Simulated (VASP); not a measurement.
# Ta8HN8 (a cell with a defect) in VASP: single point with PBE

Aim: the single point of Ta8HN8 (a cell with a defect) with PBE.

All numbers are computed with VASP 6.6.1; they aren't measurements. Logs are shortened: lines on timing, memory, paths and dates and some standing lists are left out, and cuts for length are marked.

### 1 The cell of the first run

The cell holds a defect, 17 atoms: a = 6.247 Å, b = 6.247 Å, c = 6.247 Å, α = 60.00°, β = 60.00°, γ = 60.00°.

### 2 Single point, PBE

INCAR

```
  ALGO = Normal
  EDIFF = 1E-7
  ENCUT = 520
  GGA = PE
  ISIF = 2
  ISMEAR = 0
  LASPH = T
  LCHARG = F
  LREAL = Auto
  LWAVE = F
  NBANDS = 78
  NELM = 80
  PREC = Accurate
  SIGMA = 0.1
```

KPOINTS

```
k-points
0
Gamma
  5 5 5
```

POSCAR

```
Ta8HN8
1.0
    0.0000000000      4.4172695543     -4.4172695543
    4.4172695543      4.4172695543      0.0000000000
    4.4172695543      0.0000000000     -4.4172695543
Ta N H
8 8 1
Direct
    0.2672763085      0.7359676515      0.2360078975
    0.2158770227      0.2543702589      0.2801977522
    0.7270523025      0.7359763673      0.2360125383
    0.7240905181      0.2584365717      0.2597224339
    0.2158936620      0.7801562612      0.7543849111
    0.2503175291      0.2409194157      0.7410023228
    0.7240748976      0.7597134290      0.7584637883
    0.7339492101      0.2409217927      0.7409773073
   -0.0064093893     -0.0149535814      0.4850704657
   -0.0288436099      0.5539098237      0.4701100928
    0.5026193156     -0.0149461108      0.4850672964
    0.4664760605      0.5058811722      0.5274109880
   -0.0288200660     -0.0298881466      1.0538731999
    0.0028571949      0.4885096944      0.9885292139
    0.4664682503      0.0273748293      1.0059472136
    0.4864313743      0.4885009786      0.9885302326
    0.9941883659      0.2389611924      0.7388435231
```

Potentials or basis: VASP PAW PBE potentials, release 64 (Ta_pv, N, H).

Run with:

```
$ cat potpaw_PBE.64/Ta_pv/POTCAR potpaw_PBE.64/N/POTCAR potpaw_PBE.64/H/POTCAR > POTCAR
$ mpirun -np 1 vasp_std > vasp.out
```

OUTCAR:

```text
EDIFF = 1E-7
   ENCUT = 520
   GGA = PE
   ISIF = 2
   ISMEAR = 0
   LASPH = T
   LREAL = Auto
   NELM = 80
   PREC = Accurate

 ion  position               nearest neighbor table
   1  0.267  0.736  0.236-  10 2.14  13 2.14  15 2.19  12 2.19  16 2.19   9 2.21   3 2.87   7 2.92
                             4 2.92   2 3.05   5 3.05   6 3.12   6 3.12   5 3.23   2 3.23   4 3.33
   2  0.216  0.254  0.280-  10 2.19   9 2.19  11 2.19  15 2.22  16 2.25  14 2.25   6 2.95   8 2.95
                             5 2.96   1 3.05   3 3.05   4 3.13   4 3.13   3 3.23   1 3.23   5 3.28
   3  0.727  0.736  0.236-  10 2.14  13 2.14  15 2.19  12 2.19  14 2.19  11 2.21   1 2.87   4 2.92
                             7 2.92   2 3.05   5 3.05   8 3.12   8 3.12   5 3.23   2 3.23   7 3.33
   4  0.724  0.258  0.260-   9 2.20  11 2.20  13 2.20  14 2.26  16 2.26  12 2.28   3 2.92   1 2.92
                             8 2.98   6 2.98   7 3.12   2 3.13   2 3.13   7 3.13   6 3.27   8 3.27
   5  0.216  0.780  0.754-  13 2.19   9 2.19  11 2.19  12 2.22  14 2.25  16 2.25   6 2.95   8 2.95
                             2 2.96   1 3.05   3 3.05   7 3.13   7 3.13   3 3.23   1 3.23   2 3.28
   6  0.250  0.241  0.741-  17 1.61  15 2.14  12 2.14  14 2.19  11 2.26  13 2.44  10 2.44   5 2.95
                             2 2.95   7 2.98   4 2.98   8 3.02   1 3.12   1 3.12   8 3.23   4 3.27
   7  0.724  0.760  0.758-   9 2.20  11 2.20  10 2.20  14 2.26  16 2.26  15 2.28   3 2.92   1 2.92
                             8 2.98   6 2.98   4 3.12   5 3.13   5 3.13   4 3.13   6 3.27   8 3.27
   8  0.734  0.241  0.741-  17 1.61  15 2.14  12 2.14  16 2.19   9 2.26  13 2.44  10 2.44   2 2.95
                             5 2.95   7 2.98   4 2.98   6 3.02   3 3.12   3 3.12   6 3.23   4 3.27
   9  0.994  0.985  0.485-   2 2.19   5 2.19   4 2.20   7 2.20   1 2.21   8 2.26
  10  0.971  0.554  0.470-   1 2.14   3 2.14   2 2.19   7 2.20   6 2.44   8 2.44
  11  0.503  0.985  0.485-   2 2.19   5 2.19   4 2.20   7 2.20   3 2.21   6 2.26
  12  0.466  0.506  0.527-   8 2.14   6 2.14   1 2.19   3 2.19   5 2.22   4 2.28
  13  0.971  0.970  0.054-   1 2.14   3 2.14   5 2.19   4 2.20   6 2.44   8 2.44
  14  0.003  0.489  0.989-   6 2.19   3 2.19   5 2.25   2 2.25   4 2.26   7 2.26
  15  0.466  0.027  0.006-   8 2.14   6 2.14   1 2.19   3 2.19   2 2.22   7 2.28
  16  0.486  0.489  0.989-   8 2.19   1 2.19   5 2.25   2 2.25   4 2.26   7 2.26
  17  0.994  0.239  0.739-   6 1.61   8 1.61

  LATTYP: Found a face centered cubic cell.
 ALAT       =     8.8345391086

  Lattice vectors:

 A1 = (   0.0000000000,   4.4172695543,  -4.4172695543)
 A2 = (   4.4172695543,   4.4172695543,   0.0000000000)
 A3 = (   4.4172695543,   0.0000000000,  -4.4172695543)

Analysis of symmetry for initial positions (statically):
=====================================================================
 Subroutine PRICEL returns:
 Original cell was already a primitive cell.

 Routine SETGRP: Setting up the symmetry group for a
 face centered cubic supercell.

 Subroutine GETGRP returns: Found  1 space group operations
 (whereof  1 operations were pure point group operations)
 out of a pool of 48 trial point group operations.

The static configuration has the point symmetry C_1 .

Analysis of symmetry for dynamics (positions and initial velocities):
=====================================================================
 Subroutine PRICEL returns:
 Original cell was already a primitive cell.

 Routine SETGRP: Setting up the symmetry group for a
 face centered cubic supercell.

 Subroutine GETGRP returns: Found  1 space group operations
 (whereof  1 operations were pure point group operations)
 out of a pool of 48 trial point group operations.

The dynamic configuration has the point symmetry C_1 .

 Subroutine INISYM returns: Found  1 space group operations
 (whereof  1 operations are pure point group operations),
 and found     1 'primitive' translations

----------------------------------------------------------------------------------------

                                     Primitive cell

  volume of cell :     172.3819

  direct lattice vectors                    reciprocal lattice vectors
     0.000000000  4.417269554 -4.417269554    -0.113192096  0.113192096 -0.113192096
     4.417269554  4.417269554  0.000000000     0.113192096  0.113192096  0.113192096
     4.417269554  0.000000000 -4.417269554     0.113192096 -0.113192096 -0.113192096

  length of vectors
     6.246962512  6.246962512  6.246962512     0.196054462  0.196054462  0.196054462

  position of ions in fractional coordinates (direct lattice)
[... 49 lines left out ...]
    -0.022638419  0.022638419 -0.022638419     0.200000000  0.000000000  0.000000000
     0.022638419  0.022638419  0.022638419     0.000000000  0.200000000  0.000000000
     0.022638419 -0.022638419 -0.022638419     0.000000000  0.000000000  0.200000000

  Length of vectors
     0.039210892  0.039210892  0.039210892

  Shift w.r.t. Gamma in fractional coordinates (k-lattice)
     0.000000000  0.000000000  0.000000000

 Subroutine IBZKPT returns following result:
 ===========================================

 Found     63 irreducible k-points:

 Following reciprocal coordinates:
            Coordinates               Weight
  0.000000  0.000000  0.000000      1.000000
  0.200000  0.000000  0.000000      2.000000
  0.000000  0.200000  0.000000      2.000000
  0.000000  0.000000  0.200000      2.000000
  0.200000  0.200000  0.200000      2.000000
  0.400000  0.000000  0.000000      2.000000
[... 16 lines left out ...]
  0.200000  0.400000  0.400000      2.000000
  0.400000  0.000000  0.200000      2.000000
 [... further k-points ...]
   k-points           NKPTS =     63   k-points in BZ     NKDIM =     63   number of bands    NBANDS=     78
   number of dos      NEDOS =    301   number of ions     NIONS =     17
   total plane-waves  NPLWV = 110592
   dimension x,y,z NGX =    48 NGY =   48 NGZ =   48
   dimension x,y,z NGXF=    96 NGYF=   96 NGZF=   96
   ions per type =               8   8   1
   NGX,Y,Z   is equivalent  to a cutoff of  12.77, 12.77, 12.77 a.u.
   NGXF,Y,Z  is equivalent  to a cutoff of  25.55, 25.55, 25.55 a.u.
 SYSTEM =  unknown system
   PREC   = accura    normal or accurate (medium, high low for compatibility)
   ISTART =      0    job   : 0-new  1-cont  2-samecut
   ICHARG =      2    charge: 1-file 2-atom 10-const
   ISPIN  =      1    spin polarized calculation?
   LNONCOLLINEAR =      F non collinear calculations
   LSORBIT =      F    spin-orbit coupling
   LASPH  =      T    aspherical Exc in radial PAW
   ENCUT  =  520.0 eV  38.22 Ry    6.18 a.u.  11.62 11.62 11.62*2*pi/ulx,y,z
   NELM   =     80;   NELMIN=  2; NELMDL= -5     # of ELM steps
   EDIFF  = 0.1E-06   stopping-criterion for ELM
   LREAL  =      T    real-space projection
   EDIFFG = 0.1E-05   stopping-criterion for IOM
   NSW    =      0    number of steps for IOM
   IBRION =     -1    ionic relax: 0-MD 1-quasi-New 2-CG
   NFREE  =      0    steps in history (QN), initial steepest desc. (CG)
   ISIF   =      2    stress and relaxation
   ISYM   =      2    0-nonsym 1-usesym 2-fastsym
   POTIM  = 0.5000    time-step for ionic-motion
   TEBEG  =    0.0;   TEEND  =   0.0 temperature during run
   PSTRESS=    0.0 pullay stress
   NELECT =     129.0000    total number of electrons
   NUPDOWN=      -1.0000    fix difference up-down
   EMIN   =  10.00;   EMAX   =-10.00  energy-range for DOS
   EFERMI =   0.00;   METHOD = LEGACY
   ISMEAR =     0;   SIGMA  =   0.10  broadening in eV -4-tet -1-fermi 0-gaus
   EFERMI_NEDOS =   21; number of points for ismear=-14 and -15
   IALGO  =     38    algorithm
   IMIX   =      4    mixing-type and parameters
     AMIX     =   0.40;   BMIX     =  1.00
     AMIX_MAG =   1.60;   BMIX_MAG =  1.00
  volume/ion in A,a.u.               =      10.14        68.43
  Fermi-wavevector in a.u.,A,eV,Ry     =   1.486304  2.808706 30.056604  2.209098
  Thomas-Fermi vector in A             =   2.599607
   LORBIT       =      0    0 simple, 1 ext, 2 COOP (PROOUT), +10 PAW based schemes
   GGA     = PE    functional components
   LHFCALC =     F    Hartree Fock is set to
   AEXX    =    0.0000 exact exchange contribution
   IVDW    =     0    specifies the selected vdW correction
   LEPSILON=     F    determine dielectric tensor
   LRPA    =     F    only Hartree local field effects (RPA)
 non-spin polarized calculation
 Gauss-broadening in eV      SIGMA  =   0.10
  energy-cutoff  :      520.00
  volume of cell :      172.38
 maximum number of plane-waves:      4675
   NGX = 23   NGY = 23   NGZ = 23

 number of electron     129.0000002 magnetization

 Free energy of the ion-electron system (eV)
  ---------------------------------------------------
  ext. energy  EPLUGINS =         0.00000000
  ---------------------------------------------------
  free energy    TOTEN  =      -175.65060075 eV

  energy without entropy =     -175.62986362  energy(sigma->0) =     -175.64023218

 E-fermi :   9.1544     XC(G=0): -13.3993

 val. band max:        9.1526209118   @ k =   0.2000  -0.4000  -0.2000
 cond. band min:       9.1744392962   @ k =   0.4000   0.4000  -0.2000
 fundamental gap:      0.0218183845
 Fermi energy:         9.1543996095

 k-point     1 :       0.0000    0.0000    0.0000
  band No.  band energies     occupation
      1     -27.2779      2.00000
      2     -27.2303      2.00000
      3     -27.2082      2.00000
      4     -27.1810      2.00000
      5     -27.1248      2.00000
      6     -27.0951      2.00000
[... 1885 lines left out ...]
     75      11.4754      0.00000
     76      11.6290      0.00000

 [... further k-points ...]

 [bands above 76 left out]

------------------------ aborting loop because EDIFF is reached ----------------------------------------

  FORCE on cell =-STRESS in cart. coord.  units (eV):
  Direction    XX          YY          ZZ          XY          YZ          ZX
  --------------------------------------------------------------------------------------
  -------------------------------------------------------------------------------------
  Total       10.2822484     10.7022821     10.7050154     -0.0001880      0.9342897      0.0019698
  in kB       95.5667843     99.4707228     99.4961278     -0.0017470      8.6836130      0.0183076
  external PRESSURE =      98.1778783 kB  Pullay stress =       0.0000000 kB

 VOLUME and BASIS-vectors are now :
 -----------------------------------------------------------------------------
  energy-cutoff  :      520.00
  volume of cell :      172.38
      direct lattice vectors                 reciprocal lattice vectors
     0.000000000  4.417269554 -4.417269554    -0.113192096  0.113192096 -0.113192096
     4.417269554  4.417269554  0.000000000     0.113192096  0.113192096  0.113192096
     4.417269554  0.000000000 -4.417269554     0.113192096 -0.113192096 -0.113192096

 POSITION                                       TOTAL-FORCE (eV/Angst)
 -----------------------------------------------------------------------------------
      4.29348      4.43160     -2.22314        -0.011308      0.012557     -0.012737
      2.36133      2.07721     -2.19130         0.003896     -0.003880     -0.003906
      4.29354      6.46259     -4.25412        -0.010912     -0.012916      0.012679
      2.28885      4.34009     -4.34577         0.006274      0.005489      0.005238
      6.77848      4.39982     -4.28598         0.003931      0.003911      0.003950
      4.33741      2.16993     -4.37893        -0.001632      0.018905     -0.019036
[... 9 lines left out ...]
      6.52444      4.30654     -6.51530        -0.001783      0.002201     -0.002153
      4.31923      5.44715     -7.65527         0.002413      0.000361      0.000093
 -----------------------------------------------------------------------------------
    total drift:                               -0.001970     -0.001943      0.001777

  FREE ENERGIE OF THE ION-ELECTRON SYSTEM (eV)
  ---------------------------------------------------
  free  energy   TOTEN  =      -175.6506007521 eV

  energy  without entropy=     -175.6298636153  energy(sigma->0) =     -175.64023218
```

Run time: 32 min. Hardware: 1 thread of Intel Xeon Platinum 8559C (Emerald Rapids), shared host; peak memory 0.66 GiB.

Results:

```yaml
Free_energy: -175.6506 eV
Pressure: 9.8 GPa
Largest_force: 0.028 eV/Å
Band_gap_on_the_k_mesh: zero (an odd number of electrons rules out a gap without spin polarisation)
```

Forces in eV/Å, atoms in the order of the input:
```
Ta  -0.011  0.013 -0.013
Ta   0.004 -0.004 -0.004
Ta  -0.011 -0.013  0.013
Ta   0.006  0.005  0.005
Ta   0.004  0.004  0.004
Ta  -0.002  0.019 -0.019
Ta   0.006 -0.005 -0.005
Ta  -0.002 -0.020  0.020
N   -0.006 -0.002  0.002
N    0.006 -0.008 -0.009
N   -0.006  0.002 -0.002
N    0.004  0.002  0.002
N    0.006  0.009  0.008
N   -0.002 -0.002  0.002
N    0.004 -0.002 -0.002
N   -0.002  0.002 -0.002
H    0.002  0.000  0.000
```

Stress tensor (GPa, compression positive):
```
9.56 0.00 0.00
0.00 9.95 0.87
0.00 0.87 9.95
```

Levels at points of the mesh, in eV from the Fermi level:
| k point | band 62 | band 63 | band 64 | band 65 | band 66 | band 67 | band 68 | band 69 |
| --- | --- | --- | --- | --- | --- | --- | --- | --- |
| (0.00, 0.00, 0.00) | -1.47 | -0.16 | 0.35 | 1.01 | 1.15 | 1.31 | 1.38 | 1.70 |

Caveat: spin-orbit coupling is left out, which moves the levels of the heavy elements; an odd number of electrons without spin polarisation forces a metal; a magnetic or distorted state may lie lower.

The gap in the log of VASP goes by the Fermi energy; the results here count the filled bands.